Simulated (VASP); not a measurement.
# HC18 in VASP: a series of runs

HC18 is run at these levels: PBEsol; tasks: single point.

All numbers are computed with VASP 6.6.1; they aren't measurements. Logs are shortened: lines on timing, memory, paths and dates and some standing lists are left out, and cuts for length are marked.

### 1 The cell of the first run

The cell holds a slab with vacuum, 19 atoms: a = 7.398 Å, b = 7.398 Å, c = 12.000 Å, α = 90.00°, β = 90.00°, γ = 120.00°.

### 2 Single point, PBEsol, collinear spin, zero start

File INCAR:

```
PREC     = Accurate       # precision mode
ENCUT    = 520            # plane-wave cutoff, eV
EDIFF    = 1E-6           # SCF threshold, eV
ISMEAR   = 0              # smearing method
SIGMA    = 0.02           # smearing width, eV
LREAL    = Auto         
LASPH    = T              # aspherical terms in the spheres
NELM     = 150            # most SCF steps
ALGO     = Normal         # electronic algorithm
ISIF     = 2              # what is computed and relaxed
LWAVE    = F              # write WAVECAR
LCHARG   = F              # write CHGCAR
ISPIN    = 2              # spin polarisation
MAGMOM   = 0 0 0 0 0 0 0 0 0 0 0 0 0 0 0 0 0 0 0 # initial moments
LORBIT   = 11             # projections on sites
GGA      = PS             # functional
NBANDS   = 56             # bands
```

File KPOINTS:

```
regular mesh
0
Gamma
  2 2 1
```

File POSCAR:

```
HC18
1.0
    7.3980000000      0.0000000000      0.0000000000
   -3.6990000000      6.4068560000      0.0000000000
    0.0000000000      0.0000000000     12.0000000000
C H
18 1
Direct
   -0.0019483016      0.0014205095      0.0800185000
    0.2205926947      0.1107452704      0.0816695000
   -0.0021996985      0.3326784619      0.0822539167
    0.2204714338      0.4443837976      0.0823193333
   -0.0022194798      0.6670671231      0.0953093333
    0.2250923956      0.7799341830      0.0843051667
    0.3327978062     -0.0000783536      0.0821060000
    0.5543089570      0.1105432992      0.0811317500
    0.3317707083      0.3330831846      0.0820355833
    0.5541110476      0.4442634578      0.0816636667
    0.3321754511      0.6670554169      0.0822505833
    0.5536956773      0.7781777833      0.0803621667
    0.6650990423     -0.0002447378      0.0806916667
    0.8866750990      0.1111571729      0.0803653333
    0.6649307298      0.3320547551      0.0821016667
    0.8849198761      0.4397600008      0.0843067500
    0.6634332599      0.6668027188      0.0800132500
    0.8835606400      0.7812953811      0.0784401667
    0.9697992944      0.6951052123      0.1861550833
```

Potentials or basis: VASP PAW PBE potentials, release 64 (C, H).

The run is started by

```console
> cat potpaw_PBE.64/C/POTCAR potpaw_PBE.64/H/POTCAR > POTCAR
> mpirun -np 1 vasp_std > vasp.out
```

OUTCAR:

```text
PREC = Accurate
   ENCUT = 520
   EDIFF = 1E-6
   ISMEAR = 0
   LREAL = Auto
   LASPH = T
   NELM = 150
   ISIF = 2
   ISPIN = 2
   LORBIT = 11
   GGA = PS

 ion  position               nearest neighbor table
   1  0.998  0.001  0.080-  18 1.41  14 1.42   2 1.43
   2  0.221  0.111  0.082-   9 1.42   1 1.43   7 1.43
   3  0.998  0.333  0.082-  16 1.41  14 1.42   4 1.43
   4  0.220  0.444  0.082-   9 1.43   3 1.43  11 1.43
   5  0.998  0.667  0.095-  19 1.15  16 1.46   6 1.46  18 1.48
   6  0.225  0.780  0.084-  11 1.41   7 1.41   5 1.46
   7  0.333  1.000  0.082-   6 1.41   8 1.42   2 1.43
   8  0.554  0.111  0.081-   7 1.42  15 1.42  13 1.42
   9  0.332  0.333  0.082-   2 1.42  10 1.42   4 1.43
  10  0.554  0.444  0.082-   9 1.42  17 1.43  15 1.43
  11  0.332  0.667  0.082-   6 1.41  12 1.42   4 1.43
  12  0.554  0.778  0.080-  17 1.42  11 1.42  13 1.42
  13  0.665  1.000  0.081-  14 1.42  12 1.42   8 1.42
  14  0.887  0.111  0.080-   1 1.42   3 1.42  13 1.42
  15  0.665  0.332  0.082-  16 1.41   8 1.42  10 1.43
  16  0.885  0.440  0.084-   3 1.41  15 1.41   5 1.46
  17  0.663  0.667  0.080-  18 1.41  12 1.42  10 1.43
  18  0.884  0.781  0.078-   1 1.41  17 1.41   5 1.48
  19  0.970  0.695  0.186-   5 1.15

  LATTYP: Found a hexagonal cell.
 ALAT       =     7.3980000000
 C/A-ratio  =     1.6220600162

  Lattice vectors:

 A1 = (   7.3980000000,   0.0000000000,   0.0000000000)
 A2 = (  -3.6990000000,   6.4068560000,   0.0000000000)
 A3 = (   0.0000000000,   0.0000000000,  12.0000000000)

Analysis of symmetry for initial positions (statically):
=====================================================================
 Subroutine PRICEL returns:
 Original cell was already a primitive cell.

 Routine SETGRP: Setting up the symmetry group for a
 hexagonal supercell.

 Subroutine GETGRP returns: Found  1 space group operations
 (whereof  1 operations were pure point group operations)
 out of a pool of 24 trial point group operations.

The static configuration has the point symmetry C_1 .

Analysis of symmetry for dynamics (positions and initial velocities):
=====================================================================
 Subroutine PRICEL returns:
 Original cell was already a primitive cell.

 Routine SETGRP: Setting up the symmetry group for a
 hexagonal supercell.

[... 170 lines left out ...]
 number of electron      73.0000000 magnetization       0.0000000

 number of electron      73.0000000 magnetization      -0.0000000

 Free energy of the ion-electron system (eV)
  ---------------------------------------------------
  ext. energy  EPLUGINS =         0.00000000
  ---------------------------------------------------
  free energy    TOTEN  =      -174.97172279 eV

  energy without entropy =     -174.97172279  energy(sigma->0) =     -174.97172279

 E-fermi :  -1.4813     XC(G=0):  -3.6062

 val. band max:       -1.5807534736   @ k =   0.0000   0.0000   0.0000
 cond. band min:      -1.2869449149   @ k =   0.5000   0.5000   0.0000
 fundamental gap:      0.2938085587
 Fermi energy:        -1.4813029032

 spin component 1

 k-point     1 :       0.0000    0.0000    0.0000
  band No.  band energies     occupation
      1     -21.2306      1.00000
      2     -19.0270      1.00000
      3     -18.6320      1.00000
      4     -18.5763      1.00000
      5     -18.4865      1.00000
      6     -18.4668      1.00000
[... 193 lines left out ...]
     47       4.1410      0.00000
     48       4.3036      0.00000
 Fermi energy:        -1.4813029032

 spin component 2

 k-point     1 :       0.0000    0.0000    0.0000
  band No.  band energies     occupation
      1     -21.2306      1.00000
      2     -19.0270      1.00000
      3     -18.6320      1.00000
      4     -18.5763      1.00000
      5     -18.4865      1.00000
      6     -18.4668      1.00000
[... 193 lines left out ...]
     47       4.1410      0.00000
     48       4.3028      0.00000
 [bands above 48 left out]

------------------------ aborting loop because EDIFF is reached ----------------------------------------

  FORCE on cell =-STRESS in cart. coord.  units (eV):
  Direction    XX          YY          ZZ          XY          YZ          ZX
  --------------------------------------------------------------------------------------
  -------------------------------------------------------------------------------------
  Total        2.2031221      1.8648532      0.2962978     -0.2802665     -0.4083883      0.7201721
  in kB        6.2059548      5.2530882      0.8346386     -0.7894803     -1.1503855      2.0286463
  external PRESSURE =       4.0978939 kB  Pullay stress =       0.0000000 kB

 VOLUME and BASIS-vectors are now :
 -----------------------------------------------------------------------------
  energy-cutoff  :      520.00
  volume of cell :      568.78
      direct lattice vectors                 reciprocal lattice vectors
     7.398000000  0.000000000  0.000000000     0.135171668  0.078041398  0.000000000
    -3.699000000  6.406856000  0.000000000     0.000000000  0.156082796  0.000000000
     0.000000000  0.000000000 12.000000000     0.000000000  0.000000000  0.083333333

 POSITION                                       TOTAL-FORCE (eV/Angst)
 -----------------------------------------------------------------------------------
      7.37833      0.00910      0.96022        -0.036084     -0.002195     -0.074821
      1.22230      0.70953      0.98003        -0.028473      0.003253     -0.018334
      6.15115      2.13142      0.98705        -0.028714      0.022676      0.006862
     -0.01273      2.84710      0.98783        -0.030448      0.025551      0.009772
      4.91410      4.27380      1.14371        -0.073322      0.053173      0.195593
     -1.21974      4.99693      1.01166        -0.017039      0.021253      0.022185
[... 11 lines left out ...]
      3.64657      5.00565      0.94128        -0.059093      0.035510     -0.207025
      4.60338      4.45344      2.23386         0.579219     -0.335133      0.276103
 -----------------------------------------------------------------------------------
    total drift:                                0.002018      0.001342      0.023737

  FREE ENERGIE OF THE ION-ELECTRON SYSTEM (eV)
  ---------------------------------------------------
  free  energy   TOTEN  =      -174.9717227851 eV

  energy  without entropy=     -174.9717227851  energy(sigma->0) =     -174.97172279

 total charge

# of ion       s       p       d       tot
------------------------------------------
    1        0.857   1.805   0.000   2.662
    2        0.857   1.775   0.000   2.632
    3        0.857   1.801   0.000   2.658
    4        0.857   1.773   0.000   2.631
    5        0.842   1.819   0.000   2.661
    6        0.859   1.777   0.000   2.636
[... 11 lines left out ...]
   18        0.864   1.756   0.000   2.620
   19        0.553   0.043   0.000   0.597
--------------------------------------------------
tot         15.978  32.275   0.000  48.253

 magnetization (x)

# of ion       s       p       d       tot
------------------------------------------
    1       -0.000   0.000   0.000   0.000
    2       -0.000   0.000   0.000   0.000
    3        0.000  -0.000   0.000  -0.000
    4       -0.000   0.000   0.000   0.000
    5       -0.000  -0.000   0.000  -0.000
    6        0.000   0.000   0.000   0.000
[... 11 lines left out ...]
   18       -0.000   0.000   0.000   0.000
   19        0.000   0.000   0.000   0.000
--------------------------------------------------
tot         -0.000  -0.000   0.000  -0.000
```

OSZICAR:

```text
N       E                     dE             d eps       ncg     rms          rms(c)
DAV:   1     0.571899936829E+03    0.57190E+03   -0.28663E+04   912   0.102E+03
DAV:   2    -0.956906324239E+02   -0.66759E+03   -0.63944E+03  1344   0.254E+02
[... 15 lines left out ...]
DAV:  18    -0.174971593864E+03   -0.32998E-03   -0.25423E-05  1008   0.115E-02    0.318E-03
DAV:  19    -0.174971669722E+03   -0.75858E-04   -0.39045E-06   952   0.487E-03    0.154E-03
DAV:  20    -0.174971697433E+03   -0.27711E-04   -0.10460E-06   856   0.270E-03    0.739E-04
DAV:  21    -0.174971714737E+03   -0.17303E-04   -0.10356E-06   872   0.215E-03    0.433E-04
DAV:  22    -0.174971719537E+03   -0.48008E-05   -0.23147E-07   768   0.107E-03    0.350E-04
DAV:  23    -0.174971721826E+03   -0.22887E-05   -0.12696E-07   712   0.790E-04    0.193E-04
DAV:  24    -0.174971722785E+03   -0.95892E-06   -0.45785E-08   720   0.525E-04
   1 F= -.17497172E+03 E0= -.17497172E+03  d E =-.515205E-13  mag=    -0.0000
```

Wall time 23 min (1 thread of Intel Xeon Platinum 8488C (Sapphire Rapids), shared host); peak memory 0.85 GiB.

Results:

```
Free energy                                           : -174.9717 eV
Largest force                                         : 0.724 eV/Å
Net moment                                            : 0.00 μB per cell
Valence electrons inside the program's atomic spheres : C 2.66, 2.63, 2.64, 2.65, 2.62 (each value once); H 0.60
```

Forces on the atoms (eV/Å):
```
C   -0.036 -0.002 -0.075
C   -0.028  0.003 -0.018
C   -0.029  0.023  0.007
C   -0.030  0.026  0.010
C   -0.073  0.053  0.196
C   -0.017  0.021  0.022
C   -0.025  0.015 -0.008
C   -0.028  0.006 -0.017
C   -0.019  0.012  0.000
C   -0.021  0.016 -0.018
C   -0.035  0.026  0.008
C   -0.037  0.021 -0.040
C   -0.032  0.014 -0.029
C   -0.033  0.019 -0.040
C   -0.030  0.008 -0.008
C   -0.027  0.002  0.020
C   -0.017  0.036 -0.079
C   -0.059  0.036 -0.207
H    0.579 -0.335  0.276
```

Levels at points of the mesh, in eV from the Fermi level:
Spin up:
| k point | band 34 | band 35 | band 36 | band 37 | band 38 | band 39 |
| --- | --- | --- | --- | --- | --- | --- |
| (0.00, 0.00, 0.00) | -3.15 | -1.53 | -0.24 | -0.15 | -0.10 | 2.19 |
| (0.50, 0.00, 0.00) | -2.82 | -2.75 | -2.52 | 0.32 | 1.68 | 2.26 |
| (0.00, 0.50, 0.00) | -2.82 | -2.75 | -2.52 | 0.32 | 1.68 | 2.26 |
| (0.50, 0.50, 0.00) | -2.88 | -2.73 | -2.52 | 0.19 | 1.82 | 2.31 |
Spin down:
| k point | band 32 | band 33 | band 34 | band 35 | band 36 | band 37 | band 38 | band 39 | band 40 | band 41 |
| --- | --- | --- | --- | --- | --- | --- | --- | --- | --- | --- |
| (0.00, 0.00, 0.00) | -4.71 | -3.16 | -3.15 | -1.53 | -0.24 | -0.15 | -0.10 | 2.19 | 3.22 | 4.09 |
| (0.50, 0.00, 0.00) | -4.00 | -2.92 | -2.82 | -2.75 | -2.52 | 0.32 | 1.68 | 2.26 | 2.40 | 2.43 |
| (0.00, 0.50, 0.00) | -4.00 | -2.92 | -2.82 | -2.75 | -2.52 | 0.32 | 1.68 | 2.26 | 2.40 | 2.43 |
| (0.50, 0.50, 0.00) | -4.00 | -2.91 | -2.88 | -2.73 | -2.52 | 0.19 | 1.82 | 2.31 | 2.33 | 2.45 |

Caveat: the k points lie up to 0.49 Å⁻¹ apart; the PAW data sets were made with another functional, which shifts forces and pressure a little.

(Part 1 of 2 ends here.)
